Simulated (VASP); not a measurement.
# Y (Cmce) in VASP: single point with PBEsol

Aim: the single point of Y with PBEsol.

Everything below comes from runs of VASP 6.6.1. Logs are shortened: lines on timing, memory, paths and dates and some standing lists are left out, and cuts for length are marked.

**1. The cell of the first run**

The typed cell holds 4 atoms: a = 6.389 Å, b = 6.389 Å, c = 5.725 Å, α = 90.00°, β = 90.00°, γ = 147.01°.

**2. Single point, PBEsol**

INCAR reads:

```
  ALGO = Normal
  EDIFF = 1E-7
  ENCUT = 520
  GGA = PS
  ISIF = 2
  ISMEAR = 0
  LASPH = True
  LCHARG = False
  LREAL = False
  LWAVE = False
  NBANDS = 30
  NELM = 80
  PREC = Accurate
  SIGMA = 0.1
```

KPOINTS reads:

```
k-points
0
Gamma
  4 4 4
```

POSCAR reads:

```
Y
1.0
    1.8138628752     -6.1261313881      0.0000000000
    1.8138628752      6.1261313881      0.0000000000
    0.0000000000      0.0000000000      5.7246990665
Y
4
Direct
    0.1368263975      0.8631736025      0.9998561541
    0.6368263975      0.3631736025      0.5001438459
    0.8631736025      0.1368263975      0.0001438459
    0.3631736025      0.6368263975      0.4998561541
```

Potentials or basis: VASP PAW PBE potentials, release 64 (Y_sv).

On the command line:

```
> cat potpaw_PBE.64/Y_sv/POTCAR > POTCAR
> mpirun -np 1 vasp_std > vasp.out
```

OUTCAR:

```text
EDIFF = 1E-7
   ENCUT = 520
   GGA = PS
   ISIF = 2
   ISMEAR = 0
   LASPH = True
   LREAL = False
   NELM = 80
   PREC = Accurate

 ion  position               nearest neighbor table
   1  0.137  0.863  1.000-   3 3.31   3 3.31   3 3.35   2 3.39   2 3.39   2 3.39   2 3.39   4 3.99
                             4 3.99
   2  0.637  0.363  0.500-   4 3.31   4 3.31   4 3.35   1 3.39   1 3.39   1 3.39   1 3.39   3 3.99
                             3 3.99
   3  0.863  0.137  0.000-   1 3.31   1 3.31   1 3.35   4 3.39   4 3.39   4 3.39   4 3.39   2 3.99
                             2 3.99
   4  0.363  0.637  0.500-   2 3.31   2 3.31   2 3.35   3 3.39   3 3.39   3 3.39   3 3.39   1 3.99
                             1 3.99

  LATTYP: Found a base centered orthorhombic cell.
 ALAT       =     3.6277257504
 B/A-ratio  =     3.3773949905
 C/A-ratio  =     1.5780407507

  Lattice vectors:

 A1 = (   1.8138628752,  -6.1261313881,   0.0000000000)
 A2 = (   1.8138628752,   6.1261313881,   0.0000000000)
 A3 = (   0.0000000000,   0.0000000000,   5.7246990665)

Analysis of symmetry for initial positions (statically):
=====================================================================
 Subroutine PRICEL returns:
 Original cell was already a primitive cell.

 Routine SETGRP: Setting up the symmetry group for a
 base centered orthorhombic supercell.

 Subroutine GETGRP returns: Found  8 space group operations
 (whereof  4 operations were pure point group operations)
 out of a pool of  8 trial point group operations.

The static configuration has the point symmetry C_2h.
 The point group associated with its full space group is D_2h.

Analysis of symmetry for dynamics (positions and initial velocities):
=====================================================================
 Subroutine PRICEL returns:
 Original cell was already a primitive cell.

 Routine SETGRP: Setting up the symmetry group for a
 base centered orthorhombic supercell.

 Subroutine GETGRP returns: Found  8 space group operations
 (whereof  4 operations were pure point group operations)
 out of a pool of  8 trial point group operations.

The dynamic configuration has the point symmetry C_2h.
 The point group associated with its full space group is D_2h.

 Subroutine INISYM returns: Found  8 space group operations
 (whereof  4 operations are pure point group operations),
 and found     1 'primitive' translations

----------------------------------------------------------------------------------------

                                     Primitive cell

  volume of cell :     127.2253

  direct lattice vectors                    reciprocal lattice vectors
     1.813862875 -6.126131388  0.000000000     0.275654796 -0.081617577  0.000000000
     1.813862875  6.126131388  0.000000000     0.275654796  0.081617577  0.000000000
     0.000000000  0.000000000  5.724699067     0.000000000  0.000000000  0.174681671

  length of vectors
     6.389020607  6.389020607  5.724699067     0.287483904  0.287483904  0.174681671

  position of ions in fractional coordinates (direct lattice)
     0.136826398  0.863173602  0.999856154
     0.636826398  0.363173602  0.500143846
     0.863173602  0.136826398  0.000143846
     0.363173602  0.636826398  0.499856154

  ion indices of the primitive-cell ions
   primitive index   ion index
                 1           1
                 2           2
                 3           3
                 4           4

----------------------------------------------------------------------------------------

 KPOINTS: k-points

Automatic generation of k-mesh.
 Grid dimensions read from file:
 generate k-points for:    4    4    4

 Generating k-lattice:

  Cartesian coordinates                     Fractional coordinates (reciprocal lattice)
     0.068913699 -0.020404394  0.000000000     0.250000000 -0.000000000  0.000000000
     0.068913699  0.020404394  0.000000000    -0.000000000  0.250000000  0.000000000
     0.000000000  0.000000000  0.043670418     0.000000000  0.000000000  0.250000000

  Length of vectors
     0.071870976  0.071870976  0.043670418

  Shift w.r.t. Gamma in fractional coordinates (k-lattice)
     0.000000000  0.000000000  0.000000000

 Subroutine IBZKPT returns following result:
 ===========================================

 Found     21 irreducible k-points:

 Following reciprocal coordinates:
            Coordinates               Weight
  0.000000  0.000000  0.000000      1.000000
  0.250000 -0.000000  0.000000      4.000000
  0.500000 -0.000000  0.000000      2.000000
  0.250000  0.250000  0.000000      2.000000
  0.500000  0.250000  0.000000      4.000000
 -0.250000  0.250000  0.000000      2.000000
[... 13 lines left out ...]
 -0.250000  0.250000  0.500000      2.000000
  0.500000  0.500000  0.500000      1.000000
   k-points           NKPTS =     21   k-points in BZ     NKDIM =     21   number of bands    NBANDS=     30
   number of dos      NEDOS =    301   number of ions     NIONS =      4
   total plane-waves  NPLWV = 110592
   dimension x,y,z NGX =    48 NGY =   48 NGZ =   48
   dimension x,y,z NGXF=    96 NGYF=   96 NGZF=   96
   ions per type =               4
   NGX,Y,Z   is equivalent  to a cutoff of  12.49, 12.49, 13.94 a.u.
   NGXF,Y,Z  is equivalent  to a cutoff of  24.98, 24.98, 27.88 a.u.
 SYSTEM =  unknown system
   PREC   = accura    normal or accurate (medium, high low for compatibility)
   ISTART =      0    job   : 0-new  1-cont  2-samecut
   ICHARG =      2    charge: 1-file 2-atom 10-const
   ISPIN  =      1    spin polarized calculation?
   LNONCOLLINEAR =      F non collinear calculations
   LSORBIT =      F    spin-orbit coupling
   LASPH  =      T    aspherical Exc in radial PAW
   ENCUT  =  520.0 eV  38.22 Ry    6.18 a.u.  11.88 11.88 10.64*2*pi/ulx,y,z
   NELM   =     80;   NELMIN=  2; NELMDL= -5     # of ELM steps
   EDIFF  = 0.1E-06   stopping-criterion for ELM
   LREAL  =      F    real-space projection
   EDIFFG = 0.1E-05   stopping-criterion for IOM
   NSW    =      0    number of steps for IOM
   IBRION =     -1    ionic relax: 0-MD 1-quasi-New 2-CG
   NFREE  =      0    steps in history (QN), initial steepest desc. (CG)
   ISIF   =      2    stress and relaxation
   ISYM   =      2    0-nonsym 1-usesym 2-fastsym
   POTIM  = 0.5000    time-step for ionic-motion
   TEBEG  =    0.0;   TEEND  =   0.0 temperature during run
   PSTRESS=    0.0 pullay stress
   NELECT =      44.0000    total number of electrons
   NUPDOWN=      -1.0000    fix difference up-down
   EMIN   =  10.00;   EMAX   =-10.00  energy-range for DOS
   EFERMI =   0.00;   METHOD = LEGACY
   ISMEAR =     0;   SIGMA  =   0.10  broadening in eV -4-tet -1-fermi 0-gaus
   EFERMI_NEDOS =   21; number of points for ismear=-14 and -15
   IALGO  =     38    algorithm
   IMIX   =      4    mixing-type and parameters
     AMIX     =   0.40;   BMIX     =  1.00
     AMIX_MAG =   1.60;   BMIX_MAG =  1.00
  volume/ion in A,a.u.               =      31.81       214.64
  Fermi-wavevector in a.u.,A,eV,Ry     =   1.149127  2.171535 17.966387  1.320492
  Thomas-Fermi vector in A             =   2.285798
   LORBIT       =      0    0 simple, 1 ext, 2 COOP (PROOUT), +10 PAW based schemes
   GGA     = PS    functional components
   LHFCALC =     F    Hartree Fock is set to
   AEXX    =    0.0000 exact exchange contribution
   IVDW    =     0    specifies the selected vdW correction
   LEPSILON=     F    determine dielectric tensor
   LRPA    =     F    only Hartree local field effects (RPA)
 non-spin polarized calculation
 Gauss-broadening in eV      SIGMA  =   0.10
  energy-cutoff  :      520.00
  volume of cell :      127.23
 maximum number of plane-waves:      3446
   NGX = 23   NGY = 23   NGZ = 21

 number of electron      44.0000001 magnetization

 Free energy of the ion-electron system (eV)
  ---------------------------------------------------
  ext. energy  EPLUGINS =         0.00000000
  ---------------------------------------------------
  free energy    TOTEN  =       -26.46542841 eV

  energy without entropy =      -26.43529677  energy(sigma->0) =      -26.45036259

 E-fermi :   3.0258     XC(G=0):  -9.6318

 val. band max:        3.0252012279   @ k =   0.5000   0.2500   0.5000
 cond. band min:       3.0324627447   @ k =   0.5000  -0.0000   0.5000
 fundamental gap:      0.0072615168
 Fermi energy:         3.0257816297

 k-point     1 :       0.0000    0.0000    0.0000
  band No.  band energies     occupation
      1     -39.5791      2.00000
      2     -39.4931      2.00000
      3     -39.4867      2.00000
      4     -39.4129      2.00000
      5     -19.9764      2.00000
      6     -19.9571      2.00000
[... 22 lines left out ...]
     29       5.6992      0.00000
     30       6.0430      0.00000

 k-point     2 :       0.2500   -0.0000    0.0000
  band No.  band energies     occupation
      1     -39.5466      2.00000
      2     -39.4817      2.00000
      3     -39.4796      2.00000
      4     -39.4263      2.00000
      5     -19.8699      2.00000
      6     -19.8533      2.00000
[... 22 lines left out ...]
     29       5.5220      0.00000
     30       5.5265      0.00000

 k-point     3 :       0.5000   -0.0000    0.0000
  band No.  band energies     occupation
      1     -39.4866      2.00000
      2     -39.4866      2.00000
      3     -39.4616      2.00000
      4     -39.4616      2.00000
      5     -19.7881      2.00000
      6     -19.7881      2.00000
[... 22 lines left out ...]
     29       4.9783      0.00000
     30       4.9783      0.00000

 k-point     4 :       0.2500    0.2500    0.0000
  band No.  band energies     occupation
      1     -39.4891      2.00000
      2     -39.4834      2.00000
      3     -39.4649      2.00000
      4     -39.4591      2.00000
      5     -19.8146      2.00000
      6     -19.7904      2.00000
[... 22 lines left out ...]
     29       4.8156      0.00000
     30       5.1484      0.00000

 k-point     5 :       0.5000    0.2500    0.0000
  band No.  band energies     occupation
      1     -39.5304      2.00000
      2     -39.4980      2.00000
      3     -39.4649      2.00000
      4     -39.4412      2.00000
      5     -19.8283      2.00000
      6     -19.7490      2.00000
[... 22 lines left out ...]
     29       5.7728      0.00000
     30       5.7893      0.00000
[... 427 lines left out ...]
     29       6.2824      0.00000
     30       6.2963      0.00000

 k-point    19 :       0.5000    0.2500    0.5000
  band No.  band energies     occupation
      1     -39.4977      2.00000
      2     -39.4977      2.00000
      3     -39.4698      2.00000
      4     -39.4698      2.00000
      5     -19.7719      2.00000
      6     -19.7719      2.00000
[... 22 lines left out ...]
     29       4.9740      0.00000
     30       4.9740      0.00000

 k-point    20 :      -0.2500    0.2500    0.5000
  band No.  band energies     occupation
      1     -39.5236      2.00000
      2     -39.5236      2.00000
      3     -39.4630      2.00000
      4     -39.4630      2.00000
      5     -19.7873      2.00000
      6     -19.7873      2.00000
[... 22 lines left out ...]
     29       5.0617      0.00000
     30       5.0617      0.00000

 k-point    21 :       0.5000    0.5000    0.5000
  band No.  band energies     occupation
      1     -39.5087      2.00000
      2     -39.5087      2.00000
      3     -39.4780      2.00000
      4     -39.4780      2.00000
      5     -19.6390      2.00000
      6     -19.6390      2.00000
[... 22 lines left out ...]
     29       4.9730      0.00000
     30       4.9730      0.00000

------------------------ aborting loop because EDIFF is reached ----------------------------------------

  FORCE on cell =-STRESS in cart. coord.  units (eV):
  Direction    XX          YY          ZZ          XY          YZ          ZX
  --------------------------------------------------------------------------------------
  -------------------------------------------------------------------------------------
  Total       -0.0504186      0.1372301     -0.0886856      0.0000000      0.0000000      0.0000000
  in kB       -0.6349336      1.7281699     -1.1168388      0.0000000      0.0000000      0.0000000
  external PRESSURE =      -0.0078675 kB  Pullay stress =       0.0000000 kB

 VOLUME and BASIS-vectors are now :
 -----------------------------------------------------------------------------
  energy-cutoff  :      520.00
  volume of cell :      127.23
      direct lattice vectors                 reciprocal lattice vectors
     1.813862875 -6.126131388  0.000000000     0.275654796 -0.081617577  0.000000000
     1.813862875  6.126131388  0.000000000     0.275654796  0.081617577  0.000000000
     0.000000000  0.000000000  5.724699067     0.000000000  0.000000000  0.174681671

 POSITION                                       TOTAL-FORCE (eV/Angst)
 -----------------------------------------------------------------------------------
      1.81386      4.44970      5.72388         0.000000     -0.046623      0.007464
      1.81386     -1.67643      2.86317         0.000000     -0.046623     -0.007464
      1.81386     -4.44970      0.00082         0.000000      0.046623     -0.007464
      1.81386      1.67643      2.86153         0.000000      0.046623      0.007464
 -----------------------------------------------------------------------------------
    total drift:                               -0.000000     -0.000000      0.000000

  FREE ENERGIE OF THE ION-ELECTRON SYSTEM (eV)
  ---------------------------------------------------
  free  energy   TOTEN  =       -26.4654284101 eV

  energy  without entropy=      -26.4352967744  energy(sigma->0) =      -26.45036259
```

Run time: 85 s. Hardware: 1 thread of Intel Xeon Platinum 8488C (Sapphire Rapids), shared host; peak memory 0.35 GiB.

What came out:

```yaml
Free_energy: -26.4654 eV
Pressure: 0.0 GPa
Largest_force: 0.047 eV/Å
Band_gap_on_the_k_mesh: zero (band 22 reaches 3.13 eV, above the bottom of band 23 at 2.65 eV)
```

Forces on the atoms (eV/Å):
```
Y    0.000 -0.047  0.007
Y    0.000 -0.047 -0.007
Y    0.000  0.047 -0.007
Y    0.000  0.047  0.007
```

Stress tensor (GPa, compression positive):
```
-0.06  0.00  0.00
 0.00  0.17  0.00
 0.00  0.00 -0.11
```

Levels at points of the mesh, in eV from the Fermi level:
| k point | band 19 | band 20 | band 21 | band 22 | band 23 | band 24 | band 25 | band 26 |
| --- | --- | --- | --- | --- | --- | --- | --- | --- |
| (0.00, 0.00, 0.00) | -1.92 | -1.62 | -1.00 | 0.10 | 0.86 | 0.94 | 1.22 | 1.43 |
| (0.50, 0.00, 0.00) | -0.80 | -0.80 | -0.22 | -0.22 | 0.36 | 0.36 | 0.41 | 0.41 |
| (0.50, 0.50, 0.00) | -1.43 | -1.12 | -0.85 | -0.43 | -0.38 | 0.99 | 1.25 | 1.36 |
| (0.00, 0.00, 0.50) | -0.82 | -0.82 | -0.78 | -0.78 | 0.80 | 0.80 | 1.32 | 1.32 |
| (0.50, 0.00, 0.50) | -1.48 | -1.48 | -0.52 | -0.52 | 0.01 | 0.01 | 0.83 | 0.83 |
| (0.50, 0.50, 0.50) | -2.11 | -2.11 | -0.36 | -0.36 | 0.74 | 0.74 | 1.61 | 1.61 |

Caveat: the k points lie up to 0.45 Å⁻¹ apart; the PAW data sets were made with another functional, which shifts forces and pressure a little.
